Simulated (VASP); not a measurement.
# HfB (I4mm) in VASP: further runs

HfB is run at these levels: PBEsol; tasks: single point.

Program: VASP 6.6.1. These are calculated values, not measurements. Logs are shortened: lines on timing, memory, paths and dates and some standing lists are left out, and cuts for length are marked.

## (1) The cell of the first run

It takes space group I4mm (No. 107, tetragonal). The conventional cell has a = 3.385 Å, b = 3.385 Å, c = 4.787 Å, α = 90.00°, β = 90.00°, γ = 90.00°. Within 3.1 Å of Hf (site symmetry 4mm) lie 6 B at 2.35 to 2.43 Å. Within 3.1 Å of B (site symmetry 4mm) lie 6 Hf at 2.35 to 2.43 Å.

## (2) Single point, PBEsol (atoms displaced along a vibrational mode)

The input, INCAR:

```
PREC = Accurate
ENCUT = 520
EDIFF = 1E-6
ISMEAR = 0
SIGMA = 0.15
LREAL = False
LASPH = True
NELM = 60
ALGO = Normal
ISIF = 2
LWAVE = False
LCHARG = False
GGA = PS
NBANDS = 14
```

The input, KPOINTS:

```
regular mesh
0
Gamma
  16 16 16
```

The input, POSCAR:

```
HfB
1.0
    0.0000000000      2.3936993068      2.3936993068
    2.3936993068      0.0000000000      2.3936993068
    2.3936993068      2.3936993068      0.0000000000
Hf B
1 1
Direct
    0.4995230658      0.5004769342      0.5004769342
    0.0078748404     -0.0078748404     -0.0078748404
```

Potentials or basis: VASP PAW PBE potentials, release 64 (Hf_pv, B).

Launch:

```console
$ cat potpaw_PBE.64/Hf_pv/POTCAR potpaw_PBE.64/B/POTCAR > POTCAR
$ mpirun -np 1 vasp_std > vasp.out
```

OUTCAR:

```text
PREC = Accurate
   ENCUT = 520
   EDIFF = 1E-6
   ISMEAR = 0
   LREAL = False
   LASPH = True
   NELM = 60
   ISIF = 2
   GGA = PS

 ion  position               nearest neighbor table
   1  0.500  0.500  0.500-   2 2.35   2 2.39   2 2.39   2 2.39   2 2.39   2 2.43
   2  0.008  0.992  0.992-   1 2.35   1 2.39   1 2.39   1 2.39   1 2.39   1 2.43

  LATTYP: Found a face centered cubic cell.
 ALAT       =     4.7873986136

  Lattice vectors:

 A1 = (   0.0000000000,   2.3936993068,   2.3936993068)
 A2 = (   2.3936993068,   0.0000000000,   2.3936993068)
 A3 = (   2.3936993068,   2.3936993068,   0.0000000000)

Analysis of symmetry for initial positions (statically):
=====================================================================
 Subroutine PRICEL returns:
 Original cell was already a primitive cell.

 Routine SETGRP: Setting up the symmetry group for a
 face centered cubic supercell.

 Subroutine GETGRP returns: Found  8 space group operations
 (whereof  8 operations were pure point group operations)
 out of a pool of 48 trial point group operations.

The static configuration has the point symmetry C_4v.

Analysis of symmetry for dynamics (positions and initial velocities):
=====================================================================
 Subroutine PRICEL returns:
 Original cell was already a primitive cell.

 Routine SETGRP: Setting up the symmetry group for a
 face centered cubic supercell.

 Subroutine GETGRP returns: Found  8 space group operations
 (whereof  8 operations were pure point group operations)
 out of a pool of 48 trial point group operations.

The dynamic configuration has the point symmetry C_4v.

 Subroutine INISYM returns: Found  8 space group operations
 (whereof  8 operations are pure point group operations),
 and found     1 'primitive' translations

----------------------------------------------------------------------------------------

                                     Primitive cell

  volume of cell :      27.4308

  direct lattice vectors                    reciprocal lattice vectors
     0.000000000  2.393699307  2.393699307    -0.208881708  0.208881708  0.208881708
     2.393699307  0.000000000  2.393699307     0.208881708 -0.208881708  0.208881708
     2.393699307  2.393699307  0.000000000     0.208881708  0.208881708 -0.208881708

  length of vectors
     3.385202024  3.385202024  3.385202024     0.361793731  0.361793731  0.361793731

  position of ions in fractional coordinates (direct lattice)
     0.499523066  0.500476934  0.500476934
     0.007874840  0.992125160  0.992125160

  ion indices of the primitive-cell ions
   primitive index   ion index
                 1           1
                 2           2

----------------------------------------------------------------------------------------

 KPOINTS: regular mesh

Automatic generation of k-mesh.
 Grid dimensions read from file:
 generate k-points for:   16   16   16

 Generating k-lattice:

  Cartesian coordinates                     Fractional coordinates (reciprocal lattice)
    -0.013055107  0.013055107  0.013055107     0.062500000  0.000000000  0.000000000
     0.013055107 -0.013055107  0.013055107     0.000000000  0.062500000  0.000000000
     0.013055107  0.013055107 -0.013055107     0.000000000  0.000000000  0.062500000

  Length of vectors
     0.022612108  0.022612108  0.022612108

  Shift w.r.t. Gamma in fractional coordinates (k-lattice)
     0.000000000  0.000000000  0.000000000

 Subroutine IBZKPT returns following result:
 ===========================================

 Found    349 irreducible k-points:

 Following reciprocal coordinates:
            Coordinates               Weight
  0.000000  0.000000  0.000000      1.000000
  0.062500  0.000000  0.000000      8.000000
  0.125000  0.000000  0.000000      8.000000
  0.187500  0.000000  0.000000      8.000000
  0.250000  0.000000  0.000000      8.000000
  0.312500  0.000000  0.000000      8.000000
[... 16 lines left out ...]
  0.000000  0.437500  0.062500      8.000000
  0.500000  0.062500  0.000000     16.000000
 [... further k-points ...]
   k-points           NKPTS =    349   k-points in BZ     NKDIM =    349   number of bands    NBANDS=     14
   number of dos      NEDOS =    301   number of ions     NIONS =      2
   total plane-waves  NPLWV =  21952
   dimension x,y,z NGX =    28 NGY =   28 NGZ =   28
   dimension x,y,z NGXF=    56 NGYF=   56 NGZF=   56
   ions per type =               1   1
   NGX,Y,Z   is equivalent  to a cutoff of  13.75, 13.75, 13.75 a.u.
   NGXF,Y,Z  is equivalent  to a cutoff of  27.50, 27.50, 27.50 a.u.
 SYSTEM =  unknown system
   PREC   = accura    normal or accurate (medium, high low for compatibility)
   ISTART =      0    job   : 0-new  1-cont  2-samecut
   ICHARG =      2    charge: 1-file 2-atom 10-const
   ISPIN  =      1    spin polarized calculation?
   LNONCOLLINEAR =      F non collinear calculations
   LSORBIT =      F    spin-orbit coupling
   LASPH  =      T    aspherical Exc in radial PAW
   ENCUT  =  520.0 eV  38.22 Ry    6.18 a.u.   6.29  6.29  6.29*2*pi/ulx,y,z
   NELM   =     60;   NELMIN=  2; NELMDL= -5     # of ELM steps
   EDIFF  = 0.1E-05   stopping-criterion for ELM
   LREAL  =      F    real-space projection
   EDIFFG = 0.1E-04   stopping-criterion for IOM
   NSW    =      0    number of steps for IOM
   IBRION =     -1    ionic relax: 0-MD 1-quasi-New 2-CG
   NFREE  =      0    steps in history (QN), initial steepest desc. (CG)
   ISIF   =      2    stress and relaxation
   ISYM   =      2    0-nonsym 1-usesym 2-fastsym
   POTIM  = 0.5000    time-step for ionic-motion
   TEBEG  =    0.0;   TEEND  =   0.0 temperature during run
   PSTRESS=    0.0 pullay stress
   NELECT =      13.0000    total number of electrons
   NUPDOWN=      -1.0000    fix difference up-down
   EMIN   =  10.00;   EMAX   =-10.00  energy-range for DOS
   EFERMI =   0.00;   METHOD = LEGACY
   ISMEAR =     0;   SIGMA  =   0.15  broadening in eV -4-tet -1-fermi 0-gaus
   EFERMI_NEDOS =   21; number of points for ismear=-14 and -15
   IALGO  =     38    algorithm
   IMIX   =      4    mixing-type and parameters
     AMIX     =   0.40;   BMIX     =  1.00
     AMIX_MAG =   1.60;   BMIX_MAG =  1.00
  volume/ion in A,a.u.               =      13.72        92.56
  Fermi-wavevector in a.u.,A,eV,Ry     =   1.276369  2.411988 22.165505  1.629119
  Thomas-Fermi vector in A             =   2.409029
   LORBIT       =      0    0 simple, 1 ext, 2 COOP (PROOUT), +10 PAW based schemes
   GGA     = PS    functional components
   LHFCALC =     F    Hartree Fock is set to
   AEXX    =    0.0000 exact exchange contribution
   IVDW    =     0    specifies the selected vdW correction
   LEPSILON=     F    determine dielectric tensor
   LRPA    =     F    only Hartree local field effects (RPA)
 non-spin polarized calculation
 Gauss-broadening in eV      SIGMA  =   0.15
  energy-cutoff  :      520.00
  volume of cell :       27.43
 maximum number of plane-waves:       754
 NGX is ok and might be reduce to    28
   NGX = 13   NGY = 13   NGZ = 13

 number of electron      12.9999999 magnetization

 Free energy of the ion-electron system (eV)
  ---------------------------------------------------
  ext. energy  EPLUGINS =         0.00000000
  ---------------------------------------------------
  free energy    TOTEN  =       -18.40761023 eV

  energy without entropy =      -18.39704842  energy(sigma->0) =      -18.40232932

 E-fermi :   4.3411     XC(G=0): -11.9031

 val. band max:        4.3410540603   @ k =   0.5000   0.2500   0.0000
 cond. band min:       4.3428459542   @ k =   0.0000   0.2500   0.0625
 fundamental gap:      0.0017918939
 Fermi energy:         4.3410893064

 k-point     1 :       0.0000    0.0000    0.0000
  band No.  band energies     occupation
      1     -24.4783      2.00000
      2     -24.4768      2.00000
      3     -24.4768      2.00000
      4      -4.8764      2.00000
      5       6.3453      0.00000
      6       6.3453      0.00000
      7       6.3750      0.00000
      8       7.7726      0.00000
      9       8.0596      0.00000
     10       8.0596      0.00000
     11       8.1323      0.00000
     12       8.3945      0.00000
     13      15.5709      0.00000
     14      15.7780      0.00000

 k-point     2 :       0.0625    0.0000    0.0000
  band No.  band energies     occupation
      1     -24.4972      2.00000
      2     -24.4799      2.00000
      3     -24.4789      2.00000
      4      -4.7767      2.00000
      5       5.9663      0.00000
      6       6.2764      0.00000
      7       6.3131      0.00000
      8       7.1788      0.00000
      9       7.2227      0.00000
     10       8.2148      0.00000
     11       9.2393      0.00000
     12       9.2896      0.00000
     13      15.8274      0.00000
     14      15.9189      0.00000

 k-point     3 :       0.1250    0.0000    0.0000
  band No.  band energies     occupation
      1     -24.5532      2.00000
      2     -24.4860      2.00000
      3     -24.4850      2.00000
      4      -4.4840      2.00000
      5       5.1724      0.00000
      6       5.7456      0.00000
      7       5.7706      0.00000
      8       7.0664      0.00000
      9       7.0827      0.00000
     10       8.5154      0.00000
     11      10.5057      0.00000
     12      10.5342      0.00000
     13      16.2816      0.00000
     14      16.5407      0.00000
[... 324 lines left out ...]
 k-point    23 :       0.0000    0.4375    0.0625
  band No.  band energies     occupation
      1     -24.9364      2.00000
      2     -24.5377      2.00000
      3     -24.5373      2.00000
      4      -1.3001      2.00000
      5       0.9438      2.00000
      6       3.2287      2.00000
      7       3.3956      2.00000
      8       9.2198      0.00000
      9      10.0170      0.00000
     10      10.5244      0.00000
     11      13.4138      0.00000
     12      15.5878      0.00000
     13      17.0884      0.00000
     14      18.2632      0.00000

 k-point    24 :       0.5000    0.0625    0.0000
  band No.  band energies     occupation
      1     -24.9650      2.00000
      2     -24.5446      2.00000
      3     -24.5377      2.00000
      4      -0.4859      2.00000
      5       0.1225      2.00000
      6       3.1441      2.00000
      7       3.2279      2.00000
      8       9.8176      0.00000
      9      10.1695      0.00000
     10      10.8982      0.00000
     11      12.6190      0.00000
     12      16.3824      0.00000
     13      16.9923      0.00000
     14      17.7724      0.00000

 [... further k-points ...]
[... 5 lines left out ...]
  --------------------------------------------------------------------------------------
  -------------------------------------------------------------------------------------
  Total        0.1210561      0.0551352      0.0551352     -0.0000000      0.0000000      0.0000000
  in kB        7.0706364      3.2203329      3.2203329     -0.0000000      0.0000000      0.0000000
  external PRESSURE =       4.5037674 kB  Pullay stress =       0.0000000 kB

 VOLUME and BASIS-vectors are now :
 -----------------------------------------------------------------------------
  energy-cutoff  :      520.00
  volume of cell :       27.43
      direct lattice vectors                 reciprocal lattice vectors
     0.000000000  2.393699307  2.393699307    -0.208881708  0.208881708  0.208881708
     2.393699307  0.000000000  2.393699307     0.208881708 -0.208881708  0.208881708
     2.393699307  2.393699307  0.000000000     0.208881708  0.208881708 -0.208881708

 POSITION                                       TOTAL-FORCE (eV/Angst)
 -----------------------------------------------------------------------------------
      2.39598      2.39370      2.39370        -0.335759      0.000000      0.000000
      4.74970      2.39370      2.39370         0.335759      0.000000      0.000000
 -----------------------------------------------------------------------------------
    total drift:                               -0.000101      0.000000      0.000000

  FREE ENERGIE OF THE ION-ELECTRON SYSTEM (eV)
  ---------------------------------------------------
  free  energy   TOTEN  =       -18.4076102295 eV

  energy  without entropy=      -18.3970484173  energy(sigma->0) =      -18.40232932
```

Run time: 52 s. Hardware: 1 thread of Intel Xeon 6975P-C (Granite Rapids), shared host; peak memory 0.27 GiB.

What came out:

- Free energy: -18.4076 eV
- Pressure: 0.5 GPa
- Largest force: 0.336 eV/Å
- Band gap on the k mesh: zero (an odd number of electrons rules out a gap without spin polarisation)

Forces on the atoms (eV/Å):
```
Hf  -0.336  0.000  0.000
B    0.336  0.000  0.000
```

Stress tensor (GPa, compression positive):
```
0.71 0.00 0.00
0.00 0.32 0.00
0.00 0.00 0.32
```

Caveat: the cell differs from its parent crystal (atoms displaced along a vibrational mode); the PAW data sets were made with another functional, which shifts forces and pressure a little; spin-orbit coupling is left out, which moves the levels of the heavy elements.

## (3) Single point, PBEsol (atoms displaced along a vibrational mode)

The input, INCAR:

```
SYSTEM = HfB
PREC = Accurate
ENCUT = 520
EDIFF = 1E-6
ISMEAR = 0
SIGMA = 0.15
LREAL = .FALSE.
LASPH = .TRUE.
NELM = 100
ALGO = Normal
ISIF = 2
LWAVE = .FALSE.
LCHARG = .FALSE.
GGA = PS
NBANDS = 14
```

The input, KPOINTS:

```
Automatic mesh
0
G
  16 16 16
  0 0 0
```

The input, POSCAR:

```
HfB
1.0
    0.0000000000      2.3936993068      2.3936993068
    2.3936993068      0.0000000000      2.3936993068
    2.3936993068      2.3936993068      0.0000000000
Hf B
1 1
Direct
    0.4985704626      0.5014295374      0.5014295374
    0.0236036330     -0.0236036330     -0.0236036330
```

Potentials or basis: VASP PAW PBE potentials, release 64 (Hf_pv, B).

Launch:

```console
$ cat potpaw_PBE.64/Hf_pv/POTCAR potpaw_PBE.64/B/POTCAR > POTCAR
$ mpirun -np 1 vasp_std > vasp.out
```

Wall time 52 s (1 thread of Intel Xeon 6975P-C (Granite Rapids), shared host); peak memory 0.27 GiB.

It converged, with:

```yaml
Free_energy: -18.3520 eV
Pressure: 1.2 GPa
Largest_force: 1.079 eV/Å
Band_gap_on_the_k_mesh: zero (an odd number of electrons rules out a gap without spin polarisation)
```

Forces in eV/Å, atoms in the order of the input:
```
Hf  -1.079  0.000  0.000
B    1.079  0.000  0.000
```

Stress tensor (GPa, compression positive):
```
3.49 0.00 0.00
0.00 0.07 0.00
0.00 0.00 0.07
```

Levels at points of the mesh, in eV from the Fermi level:
```csv
k point,band 5,band 6,band 7,band 8,band 9,band 10
"(0.00, 0.00, 0.00)",1.80,1.80,2.03,2.85,3.79,3.94
"(0.50, 0.00, 0.00)",-4.30,-1.19,-1.18,5.75,5.80,6.65
"(0.50, 0.50, 0.00)",-1.19,-1.04,1.99,2.21,5.61,6.95
"(0.00, 0.50, 0.50)",-1.17,-0.90,2.04,2.04,5.56,6.95
```

Caveat: the cell differs from its parent crystal (atoms displaced along a vibrational mode); the PAW data sets were made with another functional, which shifts forces and pressure a little; spin-orbit coupling is left out, which moves the levels of the heavy elements.

(Continued in part 2 of 2.)
